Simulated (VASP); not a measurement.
# Hf3GeW (P-6m2) in VASP: further runs

The runs below take Hf3GeW through single point, relaxation of cell and atoms, with PBE.

All numbers are computed with VASP 6.6.1; they aren't measurements. Logs are shortened: lines on timing, memory, paths and dates and some standing lists are left out, and cuts for length are marked.

### 1 The cell of the first run

It takes space group P-6m2 (No. 187, hexagonal). The conventional cell has a = 4.369 Å, b = 4.369 Å, c = 5.244 Å, α = 90.00°, β = 90.00°, γ = 120.00°. Within 3.4 Å of Hf (site symmetry 3m) lie 5 Hf at 2.61 to 2.84 Å and 3 W at 2.84 Å and 3 Ge at 2.85 Å. Hf (site symmetry -6m2) has 3 W at 2.52 Å and 2 Ge at 2.62 Å and 6 Hf at 2.84 Å within 3.3 Å. Ge (site symmetry -6m2) has 8 Hf at 2.62 to 2.85 Å and 6 W at 3.64 Å within 3.7 Å. Within 3.3 Å of W (site symmetry -6m2) lie 9 Hf at 2.52 to 2.84 Å.

The cell was built from a structure type or drawn by symmetry, and may not be a known phase.

### 2 Single point, PBE

Contents of INCAR:

```
PREC     = Accurate       # precision mode
ENCUT    = 520            # plane-wave cutoff, eV
EDIFF    = 1E-7           # SCF threshold, eV
ISMEAR   = 0              # smearing method
SIGMA    = 0.1            # smearing width, eV
LREAL    = F              # projectors in reciprocal space
LASPH    = T              # aspherical terms in the spheres
NELM     = 100            # most SCF steps
ALGO     = Fast           # electronic algorithm
ISIF     = 2              # what is computed and relaxed
LWAVE    = F              # write WAVECAR
LCHARG   = F              # write CHGCAR
GGA      = PE             # functional
NBANDS   = 37             # bands
```

Contents of KPOINTS:

```
Automatic mesh
0
Gamma
  6 6 4
```

Contents of POSCAR:

```
Hf3GeW
1.0
    4.3691564100      0.0000000000      0.0000000000
   -2.1845782000      3.7838004400      0.0000000000
    0.0000000000      0.0000000000      5.2438675800
Hf Ge W
3 1 1
Direct
    0.6666666700      0.3333333300      0.2489190000
    0.6666666700      0.3333333300      0.7510810000
    0.0000000000      0.0000000000      0.0000000000
    0.0000000000      0.0000000000      0.5000000000
    0.3333333300      0.6666666700      0.0000000000
```

Potentials or basis: VASP PAW PBE potentials, release 64 (Hf_pv, Ge_d, W_sv).

Command:

```
> cat potpaw_PBE.64/Hf_pv/POTCAR potpaw_PBE.64/Ge_d/POTCAR potpaw_PBE.64/W_sv/POTCAR > POTCAR
> mpirun -np 1 vasp_std > vasp.out
```

OUTCAR:

```text
PREC = Accurate
   ENCUT = 520
   EDIFF = 1E-7
   ISMEAR = 0
   LREAL = F
   LASPH = T
   NELM = 100
   ISIF = 2
   GGA = PE

 ion  position               nearest neighbor table
   1  0.667  0.333  0.249-   2 2.61   2 2.63   5 2.84   3 2.84   5 2.84   3 2.84   3 2.84   5 2.84
                             4 2.85   4 2.85   4 2.85
   2  0.667  0.333  0.751-   1 2.61   1 2.63   5 2.84   3 2.84   5 2.84   3 2.84   3 2.84   5 2.84
                             4 2.85   4 2.85   4 2.85
   3  0.000  0.000  0.000-   5 2.52   5 2.52   5 2.52   4 2.62   4 2.62   1 2.84   2 2.84   2 2.84
                             1 2.84   2 2.84   1 2.84
   4  0.000  0.000  0.500-   3 2.62   3 2.62   1 2.85   2 2.85   1 2.85   2 2.85   1 2.85   2 2.85

   5  0.333  0.667  0.000-   3 2.52   3 2.52   3 2.52   1 2.84   2 2.84   1 2.84   2 2.84   1 2.84
                             2 2.84

  LATTYP: Found a hexagonal cell.
 ALAT       =     4.3691564100
 C/A-ratio  =     1.2002013862

  Lattice vectors:

 A1 = (   4.3691564100,   0.0000000000,   0.0000000000)
 A2 = (  -2.1845782000,   3.7838004400,   0.0000000000)
 A3 = (   0.0000000000,   0.0000000000,   5.2438675800)

Analysis of symmetry for initial positions (statically):
=====================================================================
 Subroutine PRICEL returns:
 Original cell was already a primitive cell.

 Routine SETGRP: Setting up the symmetry group for a
 hexagonal supercell.

 Subroutine GETGRP returns: Found 12 space group operations
 (whereof 12 operations were pure point group operations)
 out of a pool of 24 trial point group operations.

The static configuration has the point symmetry D_3h.

Analysis of symmetry for dynamics (positions and initial velocities):
=====================================================================
 Subroutine PRICEL returns:
 Original cell was already a primitive cell.

 Routine SETGRP: Setting up the symmetry group for a
 hexagonal supercell.

 Subroutine GETGRP returns: Found 12 space group operations
 (whereof 12 operations were pure point group operations)
 out of a pool of 24 trial point group operations.

The dynamic configuration has the point symmetry D_3h.

 Subroutine INISYM returns: Found 12 space group operations
 (whereof 12 operations are pure point group operations),
 and found     1 'primitive' translations

----------------------------------------------------------------------------------------

                                     Primitive cell

  volume of cell :      86.6917

  direct lattice vectors                    reciprocal lattice vectors
     4.369156410  0.000000000  0.000000000     0.228877135  0.132142275  0.000000000
    -2.184578200  3.783800440  0.000000000     0.000000000  0.264284551  0.000000000
     0.000000000  0.000000000  5.243867580     0.000000000  0.000000000  0.190698942

  length of vectors
     4.369156410  4.369156404  5.243867580     0.264284551  0.264284551  0.190698942

  position of ions in fractional coordinates (direct lattice)
     0.666666670  0.333333330  0.248919000
     0.666666670  0.333333330  0.751081000
     0.000000000  0.000000000  0.000000000
     0.000000000  0.000000000  0.500000000
     0.333333330  0.666666670  0.000000000

  ion indices of the primitive-cell ions
   primitive index   ion index
                 1           1
                 2           2
                 3           3
                 4           4
                 5           5

----------------------------------------------------------------------------------------

 KPOINTS: Automatic mesh

Automatic generation of k-mesh.
 Grid dimensions read from file:
 generate k-points for:    6    6    4

 Generating k-lattice:

  Cartesian coordinates                     Fractional coordinates (reciprocal lattice)
     0.038146189  0.022023713  0.000000000     0.166666667  0.000000000  0.000000000
     0.000000000  0.044047425  0.000000000     0.000000000  0.166666667  0.000000000
     0.000000000  0.000000000  0.047674736     0.000000000  0.000000000  0.250000000

[... 45 lines left out ...]
  volume of cell :       86.69
 maximum number of plane-waves:      2352
   NGX = 17   NGY = 17   NGZ = 19

 number of electron      57.9999985 magnetization

 Free energy of the ion-electron system (eV)
  ---------------------------------------------------
  ext. energy  EPLUGINS =         0.00000000
  ---------------------------------------------------
  free energy    TOTEN  =       -42.14187283 eV

  energy without entropy =      -42.12098718  energy(sigma->0) =      -42.13143000

 E-fermi :   7.3930     XC(G=0): -12.2846

 val. band max:        7.3891692473   @ k =   0.3333   0.3333   0.5000
 cond. band min:       7.3939062850   @ k =   0.5000   0.0000   0.0000
 fundamental gap:      0.0047370377
 Fermi energy:         7.3930029158

 k-point     1 :       0.0000    0.0000    0.0000
  band No.  band energies     occupation
      1     -65.9268      2.00000
      2     -30.4429      2.00000
      3     -30.4429      2.00000
      4     -30.2459      2.00000
      5     -23.8919      2.00000
      6     -23.2072      2.00000
[... 29 lines left out ...]
     36      11.3205      0.00000
     37      12.8271      0.00000

 k-point     2 :       0.1667    0.0000    0.0000
  band No.  band energies     occupation
      1     -65.9272      2.00000
      2     -30.4499      2.00000
      3     -30.4334      2.00000
      4     -30.2467      2.00000
      5     -23.9171      2.00000
      6     -23.1977      2.00000
[... 29 lines left out ...]
     36      11.2940      0.00000
     37      12.3213      0.00000

 k-point     3 :       0.3333    0.0000    0.0000
  band No.  band energies     occupation
      1     -65.9280      2.00000
      2     -30.4637      2.00000
      3     -30.4129      2.00000
      4     -30.2481      2.00000
      5     -23.9489      2.00000
      6     -23.1791      2.00000
[... 29 lines left out ...]
     36      11.5809      0.00000
     37      11.6348      0.00000
[... 641 lines left out ...]
 k-point    20 :       0.3333    0.1667    0.5000
  band No.  band energies     occupation
      1     -65.9284      2.00000
      2     -30.4721      2.00000
      3     -30.3985      2.00000
      4     -30.2492      2.00000
      5     -23.2216      2.00000
      6     -23.0754      2.00000
[... 29 lines left out ...]
     36      10.7054      0.00000
     37      11.2529      0.00000

 k-point    21 :       0.3333    0.3333    0.5000
  band No.  band energies     occupation
      1     -65.9286      2.00000
      2     -30.4770      2.00000
      3     -30.3902      2.00000
      4     -30.2494      2.00000
      5     -23.2700      2.00000
      6     -23.0729      2.00000
[... 29 lines left out ...]
     36      10.6391      0.00000
     37      11.8291      0.00000

------------------------ aborting loop because EDIFF is reached ----------------------------------------

  FORCE on cell =-STRESS in cart. coord.  units (eV):
  Direction    XX          YY          ZZ          XY          YZ          ZX
  --------------------------------------------------------------------------------------
  -------------------------------------------------------------------------------------
  Total       20.1340698     20.1340698     28.8757767      0.0000000      0.0000000      0.0000000
  in kB      372.1042419    372.1042411    533.6625481      0.0000005      0.0000000      0.0000000
  external PRESSURE =     425.9570103 kB  Pullay stress =       0.0000000 kB

 VOLUME and BASIS-vectors are now :
 -----------------------------------------------------------------------------
  energy-cutoff  :      520.00
  volume of cell :       86.69
      direct lattice vectors                 reciprocal lattice vectors
     4.369156410  0.000000000  0.000000000     0.228877135  0.132142275  0.000000000
    -2.184578200  3.783800440  0.000000000     0.000000000  0.264284551  0.000000000
     0.000000000  0.000000000  5.243867580     0.000000000  0.000000000  0.190698942

 POSITION                                       TOTAL-FORCE (eV/Angst)
 -----------------------------------------------------------------------------------
      2.18458      1.26127      1.30530         0.000000      0.000000      1.743101
      2.18458      1.26127      3.93857         0.000000     -0.000000     -1.743101
      0.00000      0.00000      0.00000         0.000000     -0.000000      0.000000
      0.00000      0.00000      2.62193         0.000000     -0.000000      0.000000
     -0.00000      2.52253      0.00000        -0.000000     -0.000000      0.000000
 -----------------------------------------------------------------------------------
    total drift:                                0.000010     -0.000006     -0.000000

  FREE ENERGIE OF THE ION-ELECTRON SYSTEM (eV)
  ---------------------------------------------------
  free  energy   TOTEN  =       -42.1418728272 eV

  energy  without entropy=      -42.1209871760  energy(sigma->0) =      -42.13143000
```

Wall time 59 s (1 thread of Intel Xeon 6975P-C (Granite Rapids), shared host); peak memory 0.23 GiB.

Results:

* Free energy: -42.1419 eV
* Pressure: 42.6 GPa
* Largest force: 1.743 eV/Å
* Band gap on the k mesh: zero (bands 29 and 30 overlap by 0.71 eV)

Forces in eV/Å, atoms in the order of the input:
```
Hf   0.000  0.000  1.743
Hf   0.000  0.000 -1.743
Hf   0.000  0.000  0.000
Ge   0.000  0.000  0.000
W    0.000  0.000  0.000
```

Levels at points of the mesh, in eV from the Fermi level:
```csv
k point,band 26,band 27,band 28,band 29,band 30,band 31,band 32,band 33
"(0.00, 0.00, 0.00)",-2.11,-2.11,-2.06,-0.13,1.24,1.24,1.47,1.47
"(0.50, 0.00, 0.00)",-1.67,-1.13,-0.96,0.00,0.55,0.77,1.02,1.04
"(0.00, 0.00, 0.50)",-0.14,-0.14,0.03,0.03,0.72,1.12,1.49,1.49
"(0.50, 0.00, 0.50)",-1.93,-1.27,-0.84,0.07,0.35,0.40,0.79,1.02
```

Caveat: the cell stands under pressure; spin-orbit coupling is left out, which moves the levels of the heavy elements; forces of over 1 eV/Å act on the atoms, so gaps and moduli don't describe the material at rest.

### 3 Single point, PBE

This run uses another cell than the first one, of 22.24 Å³/atom.

Contents of INCAR:

```
SYSTEM = Hf3GeW
  PREC = Accurate
  ENCUT = 520
  EDIFF = 1E-6
  ISMEAR = 0
  SIGMA = 0.1
  LREAL = .FALSE.
  LASPH = .TRUE.
  NELM = 100
  ALGO = Fast
  ISIF = 2
  LWAVE = .FALSE.
  LCHARG = .FALSE.
  GGA = PE
  NBANDS = 37
```

Contents of KPOINTS:

```
Automatic mesh
0
G
  6 6 4
  0 0 0
```

Contents of POSCAR:

```
Hf3GeW
1.0
    4.4049438335     -0.0000000029      0.0000000000
   -2.2024719142      3.8147932635      0.0000000000
    0.0000000000      0.0000000000      6.6175551253
Hf Ge W
3 1 1
Direct
    0.6666666667      0.3333333333      0.2651803693
    0.6666666667      0.3333333333      0.7348196307
    0.0000000000      0.0000000000      0.0000000000
    0.0000000000      0.0000000000      0.5000000000
    0.3333333333      0.6666666667      0.0000000000
```

Potentials or basis: VASP PAW PBE potentials, release 64 (Hf_pv, Ge_d, W_sv).

Command:

```
> cat potpaw_PBE.64/Hf_pv/POTCAR potpaw_PBE.64/Ge_d/POTCAR potpaw_PBE.64/W_sv/POTCAR > POTCAR
> mpirun -np 1 vasp_std > vasp.out
```

Run time: 97 s. Hardware: 1 thread of Intel Xeon 6975P-C (Granite Rapids), shared host; peak memory 0.29 GiB.

Results (log left out):

* Free energy: -45.4747 eV
* Pressure: -0.5 GPa
* Largest force: 0.024 eV/Å
* Band gap on the k mesh: zero (bands 29 and 30 overlap by 1.05 eV)

Forces on the atoms (eV/Å):
```
Hf   0.000  0.000 -0.024
Hf   0.000  0.000  0.024
Hf   0.000  0.000  0.000
Ge   0.000  0.000  0.000
W    0.000  0.000  0.000
```

Stress tensor (GPa, compression positive):
```
-0.56  0.00  0.00
 0.00 -0.56  0.00
 0.00  0.00 -0.47
```

Levels at points of the mesh, in eV from the Fermi level:
| k point | band 25 | band 26 | band 27 | band 28 | band 29 | band 30 | band 31 | band 32 | band 33 | band 34 |
| --- | --- | --- | --- | --- | --- | --- | --- | --- | --- | --- |
| (0.00, 0.00, 0.00) | -2.00 | -1.82 | -1.02 | -1.02 | 0.78 | 1.34 | 1.34 | 1.43 | 1.43 | 1.90 |
| (0.50, 0.00, 0.00) | -1.91 | -1.01 | -0.64 | -0.61 | -0.35 | 0.19 | 0.65 | 1.35 | 1.65 | 1.91 |
| (0.00, 0.00, 0.50) | -1.67 | -0.30 | 0.10 | 0.10 | 0.24 | 0.24 | 1.11 | 1.11 | 1.11 | 1.23 |
| (0.50, 0.00, 0.50) | -1.80 | -1.13 | -1.09 | -0.95 | -0.15 | 0.01 | 0.27 | 1.48 | 1.64 | 1.71 |

Caveat: spin-orbit coupling is left out, which moves the levels of the heavy elements.

### 4 Relaxation of cell and atoms, PBE

Contents of INCAR:

```
SYSTEM = Hf3GeW
PREC = Accurate ; ENCUT = 600
EDIFF = 1E-6 ; ISMEAR = 0
SIGMA = 0.1 ; LREAL = .FALSE.
LASPH = .TRUE. ; NELM = 60
ALGO = Normal ; ISIF = 3
LWAVE = .FALSE. ; LCHARG = .FALSE.
GGA = PE ; IBRION = 2
NSW = 90 ; EDIFFG = -0.04
```

Contents of KPOINTS:

```
regular mesh
0
G
  6 6 4
  0 0 0
```

Contents of POSCAR:

```
Hf3GeW
1.0
    4.3691564100      0.0000000000      0.0000000000
   -2.1845782000      3.7838004400      0.0000000000
    0.0000000000      0.0000000000      5.2438675800
Hf Ge W
3 1 1
Direct
    0.6666666700      0.3333333300      0.2489190000
    0.6666666700      0.3333333300      0.7510810000
    0.0000000000      0.0000000000      0.0000000000
    0.0000000000      0.0000000000      0.5000000000
    0.3333333300      0.6666666700      0.0000000000
```

Command:

```
> cat potpaw_PBE.64/Hf_pv/POTCAR potpaw_PBE.64/Ge_d/POTCAR potpaw_PBE.64/W_sv/POTCAR > POTCAR
> mpirun -np 1 vasp_std > vasp.out
```

It took 6.3 min on 1 thread of Intel Xeon 6975P-C (Granite Rapids), shared host; peak memory 0.28 GiB.

Results (log left out):

- Free energy: -45.4664 eV
- Relaxed volume: 22.13 Å³/atom
- Relaxed cell: a = 4.400 Å, b = 4.400 Å, c = 6.600 Å, α = 90.00°, β = 90.00°, γ = 120.00°
- Space group after relaxing (to 0.1 Å): P-6m2 (No. 187)
- Energy gained by relaxing: 664.6 meV/atom
- Ionic steps: 16
- Pressure after relaxing: 0.0 GPa
- Largest force after relaxing: 0.006 eV/Å
- Band gap on the k mesh: zero (bands 29 and 30 overlap by 1.06 eV)

Forces in eV/Å, atoms in the order of the input:
```
Hf   0.000  0.000  0.006
Hf   0.000  0.000 -0.006
Hf   0.000  0.000  0.000
Ge   0.000  0.000  0.000
W    0.000  0.000  0.000
```

Step by step:
```tsv
step	energy change (eV)	largest force (eV/Å)	pressure (GPa)	volume (Å³)
1	0.0000	1.7427	42.63	86.69
2	1.0783	1.6199	-19.24	158.16
3	-2.7414	1.1650	-2.59	113.05
4	-2.7547	1.0886	-1.24	111.52
5	-2.7560	1.0588	-0.70	110.94
6	-3.0980	0.4595	-0.64	111.87
7	-3.1298	1.2296	0.03	112.24
8	-3.1347	1.0549	-0.19	112.17
9	-3.2366	0.7852	-0.43	111.98
10	-3.2803	0.2026	-0.33	111.04
11	-3.3154	0.2819	-0.57	111.55
12	-3.3167	0.2140	-0.57	111.49
13	-3.3213	0.0370	0.80	109.85
14	-3.3223	0.0935	0.38	110.34
15	-3.3221	0.0965	-0.38	110.96
16	-3.3232	0.0055	0.00	110.63
```

Final structure:
```
Hf Ge W
1.0
     4.39950    0.00000    0.00000
    -2.19975    3.81008    0.00000
     0.00000    0.00000    6.59986
Hf Ge W
3 1 1
Direct
  0.66667 0.33333 0.26505
  0.66667 0.33333 0.73495
  0.00000 0.00000 0.00000
  0.00000 0.00000 0.50000
  0.33333 0.66667 0.00000
```

Levels at points of the mesh, in eV from the Fermi level:
```csv
k point,band 26,band 27,band 28,band 29,band 30,band 31,band 32,band 33
"(0.00, 0.00, 0.00)",-1.83,-1.03,-1.03,0.78,1.35,1.35,1.43,1.43
"(0.50, 0.00, 0.00)",-1.01,-0.64,-0.61,-0.34,0.19,0.65,1.35,1.64
"(0.00, 0.00, 0.50)",-0.29,0.10,0.10,0.24,0.24,1.11,1.11,1.13
"(0.50, 0.00, 0.50)",-1.14,-1.10,-0.95,-0.15,0.01,0.27,1.47,1.65
```

Caveat: the volume moved by over 15 % at a fixed basis, so the end points are rough; spin-orbit coupling is left out, which moves the levels of the heavy elements.

### 5 Single point, PBE

This run uses another cell than the first one, of 22.22 Å³/atom.

Contents of INCAR:

```
SYSTEM = Hf3GeW
PREC = Accurate
ENCUT = 520
EDIFF = 1E-7
ISMEAR = 0
SIGMA = 0.1
LREAL = .False.
LASPH = .True.
NELM = 80
ALGO = Fast
ISIF = 2
LWAVE = .False.
LCHARG = .False.
GGA = PE
NBANDS = 37
```

Contents of KPOINTS:

```
regular mesh
0
Gamma
  12 12 6
  0 0 0
```

Contents of POSCAR:

```
Hf3GeW
1.0
    4.4036089535      0.0000000000      0.0000000000
   -2.2018044768      3.8136372220      0.0000000000
    0.0000000000      0.0000000000      6.6142558546
Hf Ge W
3 1 1
Direct
    0.6666666667      0.3333333333      0.2649725738
    0.6666666667      0.3333333333      0.7350274262
    0.0000000000      0.0000000000      0.0000000000
    0.0000000000      0.0000000000      0.5000000000
    0.3333333333      0.6666666667      0.0000000000
```

Command:

```
> cat potpaw_PBE.64/Hf_pv/POTCAR potpaw_PBE.64/Ge_d/POTCAR potpaw_PBE.64/W_sv/POTCAR > POTCAR
> mpirun -np 1 vasp_std > vasp.out
```

Run time: 5.2 min. Hardware: 1 thread of Intel Xeon 6975P-C (Granite Rapids), shared host; peak memory 0.45 GiB.

Results (log left out):

```yaml
Free_energy: -45.4788 eV
Pressure: -0.4 GPa
Largest_force: 0.023 eV/Å
Band_gap_on_the_k_mesh: zero (bands 29 and 30 overlap by 1.08 eV)
```

Forces on the atoms (eV/Å):
```
Hf   0.000  0.000 -0.023
Hf   0.000  0.000  0.023
Hf   0.000  0.000  0.000
Ge   0.000  0.000  0.000
W    0.000  0.000  0.000
```

Levels at points of the mesh, in eV from the Fermi level:
```csv
k point,band 27,band 28,band 29,band 30,band 31,band 32
"(0.00, 0.00, 0.00)",-1.04,-1.04,0.77,1.33,1.33,1.42
"(0.50, 0.00, 0.00)",-0.65,-0.62,-0.36,0.18,0.64,1.34
"(0.00, 0.00, 0.50)",0.09,0.09,0.23,0.23,1.10,1.10
"(0.50, 0.00, 0.50)",-1.11,-0.96,-0.17,0.00,0.26,1.46
```

Caveat: spin-orbit coupling is left out, which moves the levels of the heavy elements.

### 6 Overview

```tsv
task	cell	k mesh	cutoff (eV)	gap on the mesh (eV)	pressure (GPa)	largest force (eV/Å)
single point	a = 4.369, b = 4.369, c = 5.244 Å, angles 90.0, 90.0, 120.0°, 5 atoms, atomic positions A	6 × 6 × 4	520	none	42.6	1.74
single point	a = 4.405, b = 4.405, c = 6.618 Å, angles 90.0, 90.0, 120.0°, 5 atoms, atomic positions B	6 × 6 × 4	520	none	-0.5	0.02
relaxation of cell and atoms	relaxed from a = 4.369, b = 4.369, c = 5.244 Å, angles 90.0, 90.0, 120.0°, 5 atoms, atomic positions A	6 × 6 × 4	600	none	0.0	0.01
single point	a = 4.404, b = 4.404, c = 6.614 Å, angles 90.0, 90.0, 120.0°, 5 atoms, atomic positions B	12 × 12 × 6	520	none	-0.4	0.02
```

Alike in all rows: level PBE; potentials or basis VASP PAW PBE potentials, release 64 (Hf_pv, Ge_d, W_sv); no spin polarisation; smearing gaussian 0.1 eV.

Caveats: spin-orbit coupling is left out, which moves the levels of the heavy elements; the cell stands under pressure (at least some runs); forces of over 1 eV/Å act on the atoms, so gaps and moduli don't describe the material at rest (at least some runs); the volume moved by over 15 % at a fixed basis, so the end points are rough (at least some runs).

Absolute energies hang on the potentials; compare differences alone.
